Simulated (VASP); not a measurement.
# Cr (I4/mmm) in VASP: further runs

Runs on Cr. Level: LDA. Tasks: single point.

All numbers are computed with VASP 6.6.1; they aren't measurements. Logs are shortened: lines on timing, memory, paths and dates and some standing lists are left out, and cuts for length are marked.

### Step 1. The cell of the first run

It takes space group I4/mmm (No. 139, tetragonal). Conventional cell: a = 2.399 Å, b = 2.399 Å, c = 4.311 Å, α = 90.00°, β = 90.00°, γ = 90.00°. Within 3.2 Å of Cr (site symmetry 4/mmm) lie 12 Cr at 2.40 to 2.74 Å.

### Step 2. Single point, LDA, collinear spin, antiferromagnetic start (volume scaled by 1.12)

INCAR

```
PREC     = Accurate       # precision mode
ENCUT    = 520            # plane-wave cutoff, eV
EDIFF    = 1E-6           # SCF threshold, eV
ISMEAR   = -1             # smearing method
SIGMA    = 0.05           # smearing width, eV
LREAL    = False          # projectors in reciprocal space
LASPH    = True           # aspherical terms in the spheres
NELM     = 150            # most SCF steps
ALGO     = Normal         # electronic algorithm
ISIF     = 2              # what is computed and relaxed
LWAVE    = False          # write WAVECAR
LCHARG   = False          # write CHGCAR
ISPIN    = 2              # spin polarisation
MAGMOM   = 1.5 -1.5       # initial moments
LORBIT   = 11             # projections on sites
LMAXMIX  = 4              # l up to which the mixer works
NBANDS   = 23             # bands
```

KPOINTS

```
regular mesh
0
Gamma
  15 15 9
```

POSCAR

```
Cr
1.0
    2.3986949744      0.0000000000      0.0000000000
    0.0000000000      2.3986949744      0.0000000000
    0.0000000000      0.0000000000      4.3113373049
Cr
2
Direct
    1.0000000000      0.0000000000      0.0000000000
    0.5000000000      0.5000000000      0.5000000000
```

Potentials or basis: VASP PAW LDA potentials, release 64 (Cr_pv).

Launch:

```console
cat potpaw_LDA.64/Cr_pv/POTCAR > POTCAR
mpirun -np 1 vasp_std > vasp.out
```

OUTCAR:

```text
PREC = Accurate
   ENCUT = 520
   EDIFF = 1E-6
   ISMEAR = -1
   LREAL = False
   LASPH = True
   NELM = 150
   ISIF = 2
   ISPIN = 2
   LORBIT = 11

 ion  position               nearest neighbor table
   1  0.000  0.000  0.000-   2 2.74   2 2.74   2 2.74   2 2.74   2 2.74   2 2.74   2 2.74   2 2.74

   2  0.500  0.500  0.500-   1 2.74   1 2.74   1 2.74   1 2.74   1 2.74   1 2.74   1 2.74   1 2.74

  LATTYP: Found a simple tetragonal cell.
 ALAT       =     2.3986949744
 C/A-ratio  =     1.7973678817

  Lattice vectors:

 A1 = (   2.3986949744,   0.0000000000,   0.0000000000)
 A2 = (   0.0000000000,   2.3986949744,   0.0000000000)
 A3 = (   0.0000000000,   0.0000000000,   4.3113373049)

Analysis of symmetry for initial positions (statically):
=====================================================================
 Subroutine PRICEL returns following result:

  LATTYP: Found a body centered tetragonal cell.
 ALAT       =     2.3986949744
 C/A-ratio  =     1.7973678817

  Lattice vectors:

 A1 = (   1.1993474872,  -1.1993474872,  -2.1556686525)
 A2 = (  -1.1993474872,   1.1993474872,  -2.1556686525)
 A3 = (   1.1993474872,   1.1993474872,   2.1556686525)

   2 primitive cells build up your supercell.

 Routine SETGRP: Setting up the symmetry group for a
 simple tetragonal supercell.

 Subroutine GETGRP returns: Found 16 space group operations
 (whereof 16 operations were pure point group operations)
 out of a pool of 16 trial point group operations.

The static configuration has the point symmetry D_4h.

Analysis of symmetry for dynamics (positions and initial velocities):
=====================================================================
 Subroutine PRICEL returns following result:

  LATTYP: Found a body centered tetragonal cell.
 ALAT       =     2.3986949744
 C/A-ratio  =     1.7973678817

  Lattice vectors:

 A1 = (   1.1993474872,  -1.1993474872,  -2.1556686525)
 A2 = (  -1.1993474872,   1.1993474872,  -2.1556686525)
 A3 = (   1.1993474872,   1.1993474872,   2.1556686525)

   2 primitive cells build up your supercell.

 Routine SETGRP: Setting up the symmetry group for a
 simple tetragonal supercell.

 Subroutine GETGRP returns: Found 16 space group operations
 (whereof 16 operations were pure point group operations)
 out of a pool of 16 trial point group operations.

The dynamic configuration has the point symmetry D_4h.

Analysis of structural, dynamic, and magnetic symmetry:
=====================================================================
 Subroutine PRICEL returns following result:

  LATTYP: Found a body centered tetragonal cell.
 ALAT       =     2.3986949744
 C/A-ratio  =     1.7973678817

  Lattice vectors:

 A1 = (   1.1993474872,  -1.1993474872,  -2.1556686525)
 A2 = (  -1.1993474872,   1.1993474872,  -2.1556686525)
 A3 = (   1.1993474872,   1.1993474872,   2.1556686525)

   2 primitive cells build up your supercell.

 Routine SETGRP: Setting up the symmetry group for a
 simple tetragonal supercell.

 Subroutine GETGRP returns: Found 16 space group operations
 (whereof 16 operations were pure point group operations)
 out of a pool of 16 trial point group operations.

The overall configuration has the point symmetry D_4h.

 Subroutine INISYM returns: Found 16 space group operations
 (whereof 16 operations are pure point group operations),
 and found     2 'primitive' translations

----------------------------------------------------------------------------------------

                                     Primitive cell

  volume of cell :      12.4032

  direct lattice vectors                    reciprocal lattice vectors
     1.199347487 -1.199347487 -2.155668652     0.416893357  0.000000000 -0.231946593
    -1.199347487  1.199347487 -2.155668652     0.000000000  0.416893357 -0.231946593
     1.199347487  1.199347487  2.155668652     0.416893357  0.416893357  0.000000000

  length of vectors
     2.742950260  2.742950260  2.742950260     0.477073677  0.477073677  0.589576239

  position of ions in fractional coordinates (direct lattice)
     0.000000000  0.000000000  0.000000000

  ion indices of the primitive-cell ions
   primitive index   ion index
                 1           1

----------------------------------------------------------------------------------------

 KPOINTS: regular mesh

Automatic generation of k-mesh.
 Grid dimensions read from file:
 generate k-points for:   15   15    9

 Generating k-lattice:

  Cartesian coordinates                     Fractional coordinates (reciprocal lattice)
     0.027792890  0.000000000  0.000000000     0.066666667  0.000000000  0.000000000
     0.000000000  0.027792890  0.000000000     0.000000000  0.066666667  0.000000000
     0.000000000  0.000000000  0.025771844     0.000000000  0.000000000  0.111111111

  Length of vectors
     0.027792890  0.027792890  0.025771844

  Shift w.r.t. Gamma in fractional coordinates (k-lattice)
     0.000000000  0.000000000  0.000000000

 Subroutine IBZKPT returns following result:
 ===========================================

 Found    180 irreducible k-points:

 Following reciprocal coordinates:
            Coordinates               Weight
  0.000000  0.000000  0.000000      1.000000
  0.066667  0.000000  0.000000      4.000000
  0.133333  0.000000  0.000000      4.000000
  0.200000  0.000000  0.000000      4.000000
  0.266667  0.000000  0.000000      4.000000
  0.333333  0.000000  0.000000      4.000000
[... 16 lines left out ...]
  0.266667  0.200000  0.000000      8.000000
  0.333333  0.200000  0.000000      8.000000
 [... further k-points ...]
   k-points           NKPTS =    180   k-points in BZ     NKDIM =    180   number of bands    NBANDS=     23
   number of dos      NEDOS =    301   number of ions     NIONS =      2
   total plane-waves  NPLWV =  10368
   dimension x,y,z NGX =    18 NGY =   18 NGZ =   32
   dimension x,y,z NGXF=    36 NGYF=   36 NGZF=   64
   ions per type =               2
   NGX,Y,Z   is equivalent  to a cutoff of  12.48, 12.48, 12.34 a.u.
   NGXF,Y,Z  is equivalent  to a cutoff of  24.95, 24.95, 24.68 a.u.
 SYSTEM =  unknown system
   PREC   = accura    normal or accurate (medium, high low for compatibility)
   ISTART =      0    job   : 0-new  1-cont  2-samecut
   ICHARG =      2    charge: 1-file 2-atom 10-const
   ISPIN  =      2    spin polarized calculation?
   LNONCOLLINEAR =      F non collinear calculations
   LSORBIT =      F    spin-orbit coupling
   LASPH  =      T    aspherical Exc in radial PAW
   ENCUT  =  520.0 eV  38.22 Ry    6.18 a.u.   4.46  4.46  8.02*2*pi/ulx,y,z
   NELM   =    150;   NELMIN=  2; NELMDL= -5     # of ELM steps
   EDIFF  = 0.1E-05   stopping-criterion for ELM
   LREAL  =      F    real-space projection
   EDIFFG = 0.1E-04   stopping-criterion for IOM
   NSW    =      0    number of steps for IOM
   IBRION =     -1    ionic relax: 0-MD 1-quasi-New 2-CG
   NFREE  =      0    steps in history (QN), initial steepest desc. (CG)
   ISIF   =      2    stress and relaxation
   ISYM   =      2    0-nonsym 1-usesym 2-fastsym
   POTIM  = 0.5000    time-step for ionic-motion
   TEBEG  =    0.0;   TEEND  =   0.0 temperature during run
   PSTRESS=    0.0 pullay stress
   NELECT =      24.0000    total number of electrons
   NUPDOWN=      -1.0000    fix difference up-down
   EMIN   =  10.00;   EMAX   =-10.00  energy-range for DOS
   EFERMI =   0.00;   METHOD = LEGACY
   ISMEAR =    -1;   SIGMA  =   0.05  broadening in eV -4-tet -1-fermi 0-gaus
   EFERMI_NEDOS =   21; number of points for ismear=-14 and -15
   IALGO  =     38    algorithm
   IMIX   =      4    mixing-type and parameters
     AMIX     =   0.40;   BMIX     =  1.00
     AMIX_MAG =   1.60;   BMIX_MAG =  1.00
  volume/ion in A,a.u.               =      12.40        83.70
  Fermi-wavevector in a.u.,A,eV,Ry     =   1.619165  3.059779 35.670350  2.621697
  Thomas-Fermi vector in A             =   2.713311
   LORBIT       =     11    0 simple, 1 ext, 2 COOP (PROOUT), +10 PAW based schemes
   GGA     = CA    functional components
   LHFCALC =     F    Hartree Fock is set to
   AEXX    =    0.0000 exact exchange contribution
   IVDW    =     0    specifies the selected vdW correction
   LEPSILON=     F    determine dielectric tensor
   LRPA    =     F    only Hartree local field effects (RPA)
 spin polarized calculation
  energy-cutoff  :      520.00
  volume of cell :       24.81
 maximum number of plane-waves:       686
 NGX is ok and might be reduce to    18
   NGX =  9   NGY =  9   NGZ = 17

 number of electron      24.0000010 magnetization       0.0000000

 number of electron      24.0000010 magnetization      -0.0000000

 Free energy of the ion-electron system (eV)
  ---------------------------------------------------
  ext. energy  EPLUGINS =         0.00000000
  ---------------------------------------------------
  free energy    TOTEN  =       -20.48773481 eV

  energy without entropy =      -20.46879963  energy(sigma->0) =      -20.47826722

 E-fermi :   9.8700     XC(G=0): -13.5670

 val. band max:        9.8628530247   @ k =   0.2000   0.1333   0.0000
 cond. band min:       9.8718934286   @ k =   0.2000   0.0000   0.1111
 fundamental gap:      0.0090404040
 Fermi energy:         9.8699835560

 spin component 1

 k-point     1 :       0.0000    0.0000    0.0000
  band No.  band energies     occupation
      1     -33.2142      1.00000
      2     -32.6661      1.00000
      3     -32.5656      1.00000
      4     -32.5656      1.00000
      5     -32.4610      1.00000
      6     -32.4610      1.00000
[... 613 lines left out ...]
     22      19.9375      0.00000
     23      25.5957      0.00000

 [... further k-points ...]

 spin component 2

 k-point     1 :       0.0000    0.0000    0.0000
  band No.  band energies     occupation
      1     -33.2142      1.00000
      2     -32.6661      1.00000
      3     -32.5656      1.00000
      4     -32.5656      1.00000
      5     -32.4610      1.00000
      6     -32.4610      1.00000
[... 613 lines left out ...]
     22      19.9375      0.00000
     23      25.5957      0.00000

 [... further k-points ...]

------------------------ aborting loop because EDIFF is reached ----------------------------------------

  FORCE on cell =-STRESS in cart. coord.  units (eV):
  Direction    XX          YY          ZZ          XY          YZ          ZX
  --------------------------------------------------------------------------------------
  -------------------------------------------------------------------------------------
  Total       -4.0996730     -4.0996730     -3.6003555      0.0000000      0.0000000      0.0000000
  in kB     -264.7876618   -264.7876618   -232.5379904      0.0000000      0.0000000      0.0000000
  external PRESSURE =    -254.0377713 kB  Pullay stress =       0.0000000 kB

 VOLUME and BASIS-vectors are now :
 -----------------------------------------------------------------------------
  energy-cutoff  :      520.00
  volume of cell :       24.81
      direct lattice vectors                 reciprocal lattice vectors
     2.398694974  0.000000000  0.000000000     0.416893357  0.000000000  0.000000000
     0.000000000  2.398694974  0.000000000     0.000000000  0.416893357  0.000000000
     0.000000000  0.000000000  4.311337305     0.000000000  0.000000000  0.231946593

 POSITION                                       TOTAL-FORCE (eV/Angst)
 -----------------------------------------------------------------------------------
      0.00000      0.00000      0.00000         0.000000      0.000000     -0.000000
      1.19935      1.19935      2.15567        -0.000000     -0.000000      0.000000
 -----------------------------------------------------------------------------------
    total drift:                                0.000000     -0.000000     -0.000000

  FREE ENERGIE OF THE ION-ELECTRON SYSTEM (eV)
  ---------------------------------------------------
  free  energy   TOTEN  =       -20.4877348142 eV

  energy  without entropy=      -20.4687996251  energy(sigma->0) =      -20.47826722

 total charge

# of ion       s       p       d       tot
------------------------------------------
    1        0.409   6.348   4.199  10.956
    2        0.409   6.348   4.199  10.956
--------------------------------------------------
tot          0.817  12.697   8.398  21.912

 magnetization (x)

# of ion       s       p       d       tot
------------------------------------------
    1        0.000  -0.000   0.000   0.000
    2       -0.000   0.000  -0.000  -0.000
--------------------------------------------------
tot          0.000   0.000   0.000   0.000
```

It took 3.6 min on 1 thread of AMD EPYC 7R13, shared host; peak memory 0.2 GiB.

What came out:

* Free energy: -20.4877 eV
* Pressure: -25.4 GPa
* Band gap on the k mesh: zero (filled and empty bands overlap)
* Net moment: 0.00 μB per cell
* Valence electrons inside the program's atomic spheres: Cr 10.96

Levels at points of the mesh, in eV from the Fermi level:
Spin up:
```csv
k point,band 8,band 9,band 10,band 11,band 12,band 13,band 14,band 15,band 16,band 17
"(0.00, 0.00, 0.00)",-4.24,-3.28,-2.05,-0.67,0.16,0.16,0.22,1.88,2.14,2.14
```
Spin down:
| k point | band 8 | band 9 | band 10 | band 11 | band 12 | band 13 | band 14 | band 15 | band 16 | band 17 |
| --- | --- | --- | --- | --- | --- | --- | --- | --- | --- | --- |
| (0.00, 0.00, 0.00) | -4.24 | -3.28 | -2.05 | -0.67 | 0.16 | 0.16 | 0.22 | 1.88 | 2.14 | 2.14 |

Caveat: the cell differs from its parent crystal (volume scaled by 1.12); the starting moments collapsed, and a magnetic state may lie lower.

### Step 3. Single point, LDA, collinear spin, antiferromagnetic start

This run uses another cell than the first one, of 11.07 Å³/atom, 0.893 times its volume.

INCAR

```
ALGO = Normal
EDIFF = 1E-7
ENCUT = 520
ISIF = 2
ISMEAR = -1
ISPIN = 2
LASPH = True
LCHARG = False
LMAXMIX = 4
LORBIT = 11
LREAL = False
LWAVE = False
MAGMOM = 1.5 -1.5
NBANDS = 23
NELM = 150
PREC = Accurate
SIGMA = 0.05
```

KPOINTS

```
k-points
0
Gamma
  12 12 9
```

POSCAR

```
Cr
1.0
    2.3097714964      0.0000000000      0.0000000000
    0.0000000000      2.3097714964      0.0000000000
    0.0000000000      0.0000000000      4.1515091017
Cr
2
Direct
    1.0000000000      0.0000000000      0.0000000000
    0.5000000000      0.5000000000      0.5000000000
```

Potentials or basis: VASP PAW LDA potentials, release 64 (Cr_pv).

Launch:

```console
cat potpaw_LDA.64/Cr_pv/POTCAR > POTCAR
mpirun -np 1 vasp_std > vasp.out
```

Run time: 86 s. Hardware: 1 thread of Intel Xeon Platinum 8259CL at 2.50GHz (Skylake/Cascade Lake), shared host; peak memory 0.2 GiB.

It converged, with:

- Free energy: -20.7019 eV
- Pressure: 0.1 GPa
- Band gap on the k mesh: zero (filled and empty bands overlap)
- Net moment: 0.00 μB per cell
- Valence electrons inside the program's atomic spheres: Cr 11.19

Stress tensor (GPa, compression positive):
```
0.08 0.00 0.00
0.00 0.08 0.00
0.00 0.00 0.20
```

Levels at points of the mesh, in eV from the Fermi level:
Spin up:
```csv
k point,band 9,band 10,band 11,band 12,band 13,band 14,band 15,band 16
"(0.00, 0.00, 0.00)",-3.83,-2.40,-0.81,0.15,0.15,0.39,2.20,2.51
"(0.50, 0.00, 0.00)",-2.82,-2.82,-1.80,-1.80,0.41,0.41,1.60,1.60
"(0.50, 0.50, 0.00)",-3.82,-3.82,1.44,1.44,1.91,1.91,3.84,3.84
```
Spin down:
```tsv
k point	band 8	band 9	band 10	band 11	band 12	band 13	band 14	band 15	band 16	band 17
(0.00, 0.00, 0.00)	-4.79	-3.83	-2.40	-0.81	0.15	0.15	0.39	2.20	2.51	2.51
(0.50, 0.00, 0.00)	-3.03	-2.82	-2.82	-1.80	-1.80	0.41	0.41	1.60	1.60	4.95
(0.50, 0.50, 0.00)	-5.04	-3.82	-3.82	1.44	1.44	1.91	1.91	3.84	3.84	5.41
```

Caveat: the starting moments collapsed, and a magnetic state may lie lower.
